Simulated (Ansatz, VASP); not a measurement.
**BN in VASP and in Ansatz**

POSCAR

```
BN
1.0
    2.6291912895      0.0000000000      0.0000000000
   -1.3145956448      2.2769464481      0.0000000000
    0.0000000000      0.0000000000      6.8277300000
B N
2 2
Direct
    0.3333333333      0.6666666667      0.2500000000
    0.6666666667      0.3333333333      0.7500000000
    0.3333333333      0.6666666667      0.7500000000
    0.6666666667      0.3333333333      0.2500000000
```

INCAR.step1

```
ALGO = Normal ; EDIFF = 1E-4
ENCUT = 520 ; GGA = PE
ISMEAR = 0 ; LASPH = T
LCHARG = F ; LREAL = F
LWAVE = T ; NBANDS = 16
NELM = 60 ; PREC = Accurate
SIGMA = 0.05
```

INCAR.step2

```
ALGO = Normal ; EDIFF = 1E-7
ENCUT = 520 ; ISIF = 2
ISMEAR = 0 ; ISTART = 1
LASPH = T ; LCHARG = F
LMIXTAU = T ; LREAL = F
LWAVE = F ; METAGGA = R2SCAN
NBANDS = 16 ; NELM = 60
PREC = Accurate ; SIGMA = 0.05
```

File KPOINTS:

```
k-points
0
Gamma
  12 12 4
```

Input for Ansatz:

```yaml
crystal:
  lattice:
    - [2.6291912895, 0.0, 0.0]
    - [-1.3145956448, 2.2769464481, 0.0]
    - [0.0, 0.0, 6.82773]
  atoms:
    - { symbol: B, position: [0.3333333333, 0.6666666667, 0.25] }
    - { symbol: B, position: [0.6666666667, 0.3333333333, 0.75] }
    - { symbol: "N", position: [0.3333333333, 0.6666666667, 0.75] }
    - { symbol: "N", position: [0.6666666667, 0.3333333333, 0.25] }
basis:
  ecutwfc: 500
kpoints:
  mp_grid: { grid: [12, 12, 4] }
hamiltonian:
  xc: r2scan
scf:
  occupations: { method: gaussian, width: 0.05 }
output:
  forces: true
  stress: true
  eigenvalues: true
```

Change from the starting cell: strain +0.050 along x and y, +0.025 along z, atoms carried along.

Alike in both runs: task single point; functional r2SCAN; k mesh 12 × 12 × 4; occupations gaussian, width 0.05 eV; no spin polarisation.

```csv
,VASP,Ansatz
version,VASP 6.6.1,Ansatz 0.2.0
potentials or method,"VASP PAW PBE potentials, release 64 (B, N), cutoff 520 eV","scalar-relativistic, plane waves, PAW"
valence electrons in the cell,16,16
```

```tsv
	VASP	Ansatz	Ansatz less VASP
gap on the k mesh at the Fermi level (eV)	4.63	4.60	-0.029
least direct gap on the mesh (eV)	4.95	4.91	-0.043
pressure (GPa)	-28.6	-28.9	-0.28
traceless stress, the component that is largest in VASP (GPa)	28.46	28.96	+0.496
```

VASP's potentials were made for PBE, not for r2SCAN. Both programs put the cell under strong tension, so it lies far from rest at this level.
